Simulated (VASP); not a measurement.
# SrTiO3 (I4/mcm) in VASP: notebook

Runs on SrTiO3. Level: PBE. Tasks: single point.

Program: VASP 6.6.1. These are calculated values, not measurements. Logs are shortened: lines on timing, memory, paths and dates and some standing lists are left out, and cuts for length are marked.

### Step 1. The cell of the first run

The structure is tetragonal, space group I4/mcm (No. 140). Conventional cell: a = 5.555 Å, b = 5.555 Å, c = 7.893 Å, α = 90.00°, β = 90.00°, γ = 90.00°. Sr (site symmetry -42m) has 12 O at 2.67 to 2.91 Å and 8 Ti at 3.41 Å within 3.5 Å. Within 2.6 Å of Ti (site symmetry 4/m) lie 6 O at 1.97 Å. O (site symmetry 422) has 2 Ti at 1.97 Å within 2.6 Å. O (site symmetry m2m) has 2 Ti at 1.97 Å and 4 Sr at 2.67 to 2.91 Å and 8 O at 2.79 Å within 3.0 Å.

### Step 2. Single point, PBE

Input file INCAR:

```
SYSTEM = SrTiO3
PREC = Accurate
ENCUT = 520
EDIFF = 1E-6
ISMEAR = 0
SIGMA = 0.02
LREAL = .False.
LASPH = .True.
NELM = 80
ALGO = Normal
ISIF = 2
LWAVE = .False.
LCHARG = .False.
GGA = PE
NBANDS = 51
```

Input file KPOINTS:

```
Automatic mesh
0
Gamma
  8 8 8
  0 0 0
```

Input file POSCAR:

```
SrTiO3
1.0
   -2.7775777983      2.7775777983      3.9467274087
    2.7775777983     -2.7775777983      3.9467274087
    2.7775777983      2.7775777983     -3.9467274087
Sr Ti O
2 2 6
Direct
    0.7500000000      0.2500000000      0.5000000000
    0.2500000000      0.7500000000      0.5000000000
    0.0000000000      0.0000000000      0.0000000000
    0.5000000000      0.5000000000      0.0000000000
    0.2500000000      0.2500000000      0.0000000000
    0.7500000000      0.7500000000      0.0000000000
    0.7280787197      0.2280787197      0.9561574393
    0.2280787197      0.2719212803      0.5000000000
    0.2719212803      0.7719212803      0.0438425607
    0.7719212803      0.7280787197      0.5000000000
```

Potentials or basis: VASP PAW PBE potentials, release 64 (Sr_sv, Ti_sv, O).

The run is started by

```
cat potpaw_PBE.64/Sr_sv/POTCAR potpaw_PBE.64/Ti_sv/POTCAR potpaw_PBE.64/O/POTCAR > POTCAR
mpirun -np 1 vasp_std > vasp.out
```

OUTCAR:

```text
SYSTEM = SrTiO3
   PREC = Accurate
   ENCUT = 520
   EDIFF = 1E-6
   ISMEAR = 0
   LREAL = .False.
   LASPH = .True.
   NELM = 80
   ISIF = 2
   GGA = PE

 ion  position               nearest neighbor table
   1  0.750  0.250  0.500-   7 2.67   8 2.67  10 2.67   9 2.67   5 2.78   6 2.78   6 2.78   5 2.78
                             8 2.91  10 2.91   9 2.91   7 2.91   4 3.41   3 3.41   4 3.41   3 3.41
   2  0.250  0.750  0.500-   9 2.67   8 2.67  10 2.67   7 2.67   5 2.78   6 2.78   5 2.78   6 2.78
                            10 2.91   8 2.91   7 2.91   9 2.91   4 3.41   3 3.41   4 3.41   3 3.41
   3  0.000  0.000  0.000-   8 1.97  10 1.97   9 1.97   7 1.97   5 1.97   6 1.97   1 3.41   1 3.41
                             2 3.41   2 3.41   1 3.41   2 3.41   1 3.41   2 3.41
   4  0.500  0.500  0.000-  10 1.97   8 1.97   7 1.97   9 1.97   5 1.97   6 1.97   1 3.41   1 3.41
                             2 3.41   2 3.41   2 3.41   1 3.41   2 3.41   1 3.41
   5  0.250  0.250  0.000-   3 1.97   4 1.97   1 2.78   2 2.78   2 2.78   1 2.78
   6  0.750  0.750  0.000-   3 1.97   4 1.97   1 2.78   2 2.78   1 2.78   2 2.78
   7  0.728  0.228  0.956-   3 1.97   4 1.97   1 2.67   2 2.67   2 2.91   1 2.91
   8  0.228  0.272  0.500-   4 1.97   3 1.97   1 2.67   2 2.67   1 2.91   2 2.91
   9  0.272  0.772  0.044-   3 1.97   4 1.97   2 2.67   1 2.67   1 2.91   2 2.91
  10  0.772  0.728  0.500-   3 1.97   4 1.97   1 2.67   2 2.67   1 2.91   2 2.91

  LATTYP: Found a body centered tetragonal cell.
 ALAT       =     5.5551555966
 C/A-ratio  =     1.4209241632

  Lattice vectors:

 A1 = (  -2.7775777983,   2.7775777983,   3.9467274087)
 A2 = (   2.7775777983,  -2.7775777983,   3.9467274087)
 A3 = (   2.7775777983,   2.7775777983,  -3.9467274087)

Analysis of symmetry for initial positions (statically):
=====================================================================
 Subroutine PRICEL returns:
 Original cell was already a primitive cell.

 Routine SETGRP: Setting up the symmetry group for a
 body centered tetragonal supercell.

 Subroutine GETGRP returns: Found 16 space group operations
 (whereof  8 operations were pure point group operations)
 out of a pool of 16 trial point group operations.

The static configuration has the point symmetry C_4h.
 The point group associated with its full space group is D_4h.

Analysis of symmetry for dynamics (positions and initial velocities):
=====================================================================
 Subroutine PRICEL returns:
 Original cell was already a primitive cell.

 Routine SETGRP: Setting up the symmetry group for a
 body centered tetragonal supercell.

 Subroutine GETGRP returns: Found 16 space group operations
 (whereof  8 operations were pure point group operations)
 out of a pool of 16 trial point group operations.

The dynamic configuration has the point symmetry C_4h.
 The point group associated with its full space group is D_4h.

 Subroutine INISYM returns: Found 16 space group operations
 (whereof  8 operations are pure point group operations),
 and found     1 'primitive' translations

----------------------------------------------------------------------------------------

                                     Primitive cell

  volume of cell :     121.7950

  direct lattice vectors                    reciprocal lattice vectors
    -2.777577798  2.777577798  3.946727409     0.000000000  0.180012960  0.126687239
     2.777577798 -2.777577798  3.946727409     0.180012960  0.000000000  0.126687239
     2.777577798  2.777577798 -3.946727409     0.180012960  0.180012960  0.000000000

  length of vectors
     5.568351110  5.568351110  5.568351110     0.220123425  0.220123425  0.254576769

  position of ions in fractional coordinates (direct lattice)
     0.750000000  0.250000000  0.500000000
     0.250000000  0.750000000  0.500000000
     0.000000000  0.000000000  0.000000000
     0.500000000  0.500000000  0.000000000
     0.250000000  0.250000000  0.000000000
     0.750000000  0.750000000  0.000000000
     0.728078720  0.228078720  0.956157439
     0.228078720  0.271921280  0.500000000
     0.271921280  0.771921280  0.043842561
     0.771921280  0.728078720  0.500000000

  ion indices of the primitive-cell ions
   primitive index   ion index
                 1           1
                 2           2
                 3           3
                 4           4
                 5           5
                 6           6
                 7           7
                 8           8
                 9           9
                10          10

----------------------------------------------------------------------------------------

 KPOINTS: Automatic mesh

Automatic generation of k-mesh.
 Grid dimensions read from file:
 generate k-points for:    8    8    8

 Generating k-lattice:

  Cartesian coordinates                     Fractional coordinates (reciprocal lattice)
     0.000000000  0.022501620  0.015835905     0.125000000  0.000000000  0.000000000
     0.022501620  0.000000000  0.015835905     0.000000000  0.125000000  0.000000000
     0.022501620  0.022501620  0.000000000     0.000000000  0.000000000  0.125000000

  Length of vectors
     0.027515428  0.027515428  0.031822096

  Shift w.r.t. Gamma in fractional coordinates (k-lattice)
     0.000000000  0.000000000  0.000000000

 Subroutine IBZKPT returns following result:
 ===========================================

 Found     59 irreducible k-points:

 Following reciprocal coordinates:
            Coordinates               Weight
  0.000000  0.000000  0.000000      1.000000
  0.125000  0.000000  0.000000      8.000000
  0.250000  0.000000  0.000000      8.000000
  0.375000  0.000000  0.000000      8.000000
  0.500000  0.000000  0.000000      4.000000
  0.125000  0.125000  0.000000      8.000000
[... 16 lines left out ...]
  0.250000  0.125000  0.125000     16.000000
  0.375000  0.125000  0.125000      8.000000
 [... further k-points ...]
   k-points           NKPTS =     59   k-points in BZ     NKDIM =     59   number of bands    NBANDS=     51
   number of dos      NEDOS =    301   number of ions     NIONS =     10
   total plane-waves  NPLWV =  74088
   dimension x,y,z NGX =    42 NGY =   42 NGZ =   42
   dimension x,y,z NGXF=    84 NGYF=   84 NGZF=   84
   ions per type =               2   2   6
   NGX,Y,Z   is equivalent  to a cutoff of  12.54, 12.54, 12.54 a.u.
   NGXF,Y,Z  is equivalent  to a cutoff of  25.08, 25.08, 25.08 a.u.
 SYSTEM =  SrTiO3
   PREC   = accura    normal or accurate (medium, high low for compatibility)
   ISTART =      0    job   : 0-new  1-cont  2-samecut
   ICHARG =      2    charge: 1-file 2-atom 10-const
   ISPIN  =      1    spin polarized calculation?
   LNONCOLLINEAR =      F non collinear calculations
   LSORBIT =      F    spin-orbit coupling
   LASPH  =      T    aspherical Exc in radial PAW
   ENCUT  =  520.0 eV  38.22 Ry    6.18 a.u.  10.35 10.35 10.35*2*pi/ulx,y,z
   NELM   =     80;   NELMIN=  2; NELMDL= -5     # of ELM steps
   EDIFF  = 0.1E-05   stopping-criterion for ELM
   LREAL  =      F    real-space projection
   EDIFFG = 0.1E-04   stopping-criterion for IOM
   NSW    =      0    number of steps for IOM
   IBRION =     -1    ionic relax: 0-MD 1-quasi-New 2-CG
   NFREE  =      0    steps in history (QN), initial steepest desc. (CG)
   ISIF   =      2    stress and relaxation
   ISYM   =      2    0-nonsym 1-usesym 2-fastsym
   POTIM  = 0.5000    time-step for ionic-motion
   TEBEG  =    0.0;   TEEND  =   0.0 temperature during run
   PSTRESS=    0.0 pullay stress
   NELECT =      80.0000    total number of electrons
   NUPDOWN=      -1.0000    fix difference up-down
   EMIN   =  10.00;   EMAX   =-10.00  energy-range for DOS
   EFERMI =   0.00;   METHOD = LEGACY
   ISMEAR =     0;   SIGMA  =   0.02  broadening in eV -4-tet -1-fermi 0-gaus
   EFERMI_NEDOS =   21; number of points for ismear=-14 and -15
   IALGO  =     38    algorithm
   IMIX   =      4    mixing-type and parameters
     AMIX     =   0.40;   BMIX     =  1.00
     AMIX_MAG =   1.60;   BMIX_MAG =  1.00
  volume/ion in A,a.u.               =      12.18        82.19
  Fermi-wavevector in a.u.,A,eV,Ry     =   1.423077  2.689225 27.553800  2.025147
  Thomas-Fermi vector in A             =   2.543713
   LORBIT       =      0    0 simple, 1 ext, 2 COOP (PROOUT), +10 PAW based schemes
   GGA     = PE    functional components
   LHFCALC =     F    Hartree Fock is set to
   AEXX    =    0.0000 exact exchange contribution
   IVDW    =     0    specifies the selected vdW correction
   LEPSILON=     F    determine dielectric tensor
   LRPA    =     F    only Hartree local field effects (RPA)
 non-spin polarized calculation
 Gauss-broadening in eV      SIGMA  =   0.02
  energy-cutoff  :      520.00
  volume of cell :      121.80
 maximum number of plane-waves:      3295
 NGX is ok and might be reduce to    42
   NGX = 21   NGY = 21   NGZ = 21

 number of electron      80.0000031 magnetization

 Free energy of the ion-electron system (eV)
  ---------------------------------------------------
  ext. energy  EPLUGINS =         0.00000000
  ---------------------------------------------------
  free energy    TOTEN  =       -80.21361730 eV

  energy without entropy =      -80.21361730  energy(sigma->0) =      -80.21361730

 E-fermi :   4.1059     XC(G=0): -11.1532

 val. band max:        3.8888241920   @ k =  -0.1250   0.1250   0.0000
 cond. band min:       5.7860662172   @ k =   0.0000   0.0000   0.0000
 fundamental gap:      1.8972420252
 Fermi energy:         4.1058858987

 k-point     1 :       0.0000    0.0000    0.0000
  band No.  band energies     occupation
      1     -52.6295      2.00000
      2     -52.6255      2.00000
      3     -28.9156      2.00000
      4     -28.9139      2.00000
      5     -28.9139      2.00000
      6     -28.8595      2.00000
[... 43 lines left out ...]
     50       9.6321      0.00000
     51      10.0782      0.00000
[... 1240 lines left out ...]
     50      10.7621      0.00000
     51      11.5013      0.00000

 [... further k-points ...]
[... 5 lines left out ...]
  --------------------------------------------------------------------------------------
  -------------------------------------------------------------------------------------
  Total        0.4617311      0.4617311      0.4696317      0.0000000      0.0000000      0.0000000
  in kB        6.0739345      6.0739345      6.1778643      0.0000000      0.0000000      0.0000000
  external PRESSURE =       6.1085778 kB  Pullay stress =       0.0000000 kB

 VOLUME and BASIS-vectors are now :
 -----------------------------------------------------------------------------
  energy-cutoff  :      520.00
  volume of cell :      121.80
      direct lattice vectors                 reciprocal lattice vectors
    -2.777577798  2.777577798  3.946727409     0.000000000  0.180012960  0.126687239
     2.777577798 -2.777577798  3.946727409     0.180012960  0.000000000  0.126687239
     2.777577798  2.777577798 -3.946727409     0.180012960  0.180012960  0.000000000

 POSITION                                       TOTAL-FORCE (eV/Angst)
 -----------------------------------------------------------------------------------
     -0.00000      2.77758      1.97336        -0.000000      0.000000      0.000000
      2.77758     -0.00000      1.97336        -0.000000      0.000000      0.000000
      0.00000      0.00000      0.00000        -0.000000      0.000000      0.000000
      0.00000      0.00000      3.94673        -0.000000      0.000000      0.000000
      0.00000      0.00000      1.97336        -0.000000      0.000000      0.000000
      0.00000      0.00000      5.92009        -0.000000      0.000000      0.000000
      1.26701      4.04459      0.00000         0.003012      0.003012     -0.000000
      1.51057      1.26701      0.00000        -0.003012      0.003012      0.000000
      1.51057     -1.26701      3.94673        -0.003012     -0.003012      0.000000
      1.26701      1.51057      3.94673         0.003012     -0.003012      0.000000
 -----------------------------------------------------------------------------------
    total drift:                               -0.000000      0.000000      0.000000

  FREE ENERGIE OF THE ION-ELECTRON SYSTEM (eV)
  ---------------------------------------------------
  free  energy   TOTEN  =       -80.2136172967 eV

  energy  without entropy=      -80.2136172967  energy(sigma->0) =      -80.21361730
```

It took 6.4 min on 1 thread of Intel Xeon Platinum 8488C (Sapphire Rapids), shared host; peak memory 0.45 GiB.

What came out:

| Property | Result |
| --- | --- |
| Free energy | -80.2136 eV |
| Pressure | 0.6 GPa |
| Largest force | 0.004 eV/Å |
| Band gap on the k mesh | 1.90 eV |

Forces on the atoms (eV/Å):
```
Sr   0.000  0.000  0.000
Sr   0.000  0.000  0.000
Ti   0.000  0.000  0.000
Ti   0.000  0.000  0.000
O    0.000  0.000  0.000
O    0.000  0.000  0.000
O    0.003  0.003  0.000
O   -0.003  0.003  0.000
O   -0.003 -0.003  0.000
O    0.003 -0.003  0.000
```

Levels at points of the mesh, in eV from the valence-band top:
```
           k point  band 36  band 37  band 38  band 39  band 40  band 41  band 42  band 43  band 44  band 45
(0.00, 0.00, 0.00)    -0.31    -0.31    -0.11     0.00     0.00     1.90     1.90     1.91     3.97     4.18
(0.50, 0.00, 0.00)    -0.93    -0.75    -0.75    -0.56    -0.56     3.28     3.28     3.32     3.32     3.36
(0.50, 0.50, 0.00)    -1.48    -1.38    -0.68    -0.67    -0.05     2.02     3.63     3.65     3.66     3.69
(0.50, 0.50, 0.50)    -1.45    -1.45    -0.63    -0.63    -0.07     2.05     3.59     3.59     3.78     3.78
```

A k mesh can miss the band edges.

### Step 3. Single point, PBE

Input file INCAR:

```
ALGO     = Normal         # electronic algorithm
EDIFF    = 1E-6           # SCF threshold, eV
ENCUT    = 520            # plane-wave cutoff, eV
GGA      = PE             # functional
ISIF     = 2              # what is computed and relaxed
ISMEAR   = 0              # smearing method
LASPH    = True           # aspherical terms in the spheres
LCHARG   = True           # write CHGCAR
LELF     = True           # ELF
LREAL    = False          # projectors in reciprocal space
LVHAR    = True         
LWAVE    = False          # write WAVECAR
NBANDS   = 51             # bands
NELM     = 80             # most SCF steps
PREC     = Accurate       # precision mode
SIGMA    = 0.05           # smearing width, eV
```

Input file KPOINTS:

```
k-points
0
Gamma
  8 8 8
```

POSCAR is that of step 2.

Potentials or basis: VASP PAW PBE potentials, release 64 (Sr_sv, Ti_sv, O).

The run is started by

```
cat potpaw_PBE.64/Sr_sv/POTCAR potpaw_PBE.64/Ti_sv/POTCAR potpaw_PBE.64/O/POTCAR > POTCAR
mpirun -np 1 vasp_std > vasp.out
```

Run time: 6.3 min. Hardware: 1 thread of Intel Xeon Platinum 8488C (Sapphire Rapids), shared host; peak memory 0.45 GiB.

Results (log left out):

```
Free energy            : -80.2136 eV
Pressure               : 0.6 GPa
Largest force          : 0.004 eV/Å
Band gap on the k mesh : 1.90 eV
```

Forces in eV/Å, atoms in the order of the input:
```
Sr   0.000  0.000  0.000
Sr   0.000  0.000  0.000
Ti   0.000  0.000  0.000
Ti   0.000  0.000  0.000
O    0.000  0.000  0.000
O    0.000  0.000  0.000
O    0.003  0.003  0.000
O   -0.003  0.003  0.000
O   -0.003 -0.003  0.000
O    0.003 -0.003  0.000
```

Levels at points of the mesh, in eV from the valence-band top:
```csv
k point,band 38,band 39,band 40,band 41,band 42,band 43
"(0.00, 0.00, 0.00)",-0.11,0.00,0.00,1.90,1.90,1.91
"(0.50, 0.00, 0.00)",-0.75,-0.56,-0.56,3.28,3.28,3.32
"(0.50, 0.50, 0.00)",-0.68,-0.67,-0.05,2.02,3.63,3.65
"(0.50, 0.50, 0.50)",-0.63,-0.63,-0.07,2.05,3.59,3.59
```

A k mesh can miss the band edges.
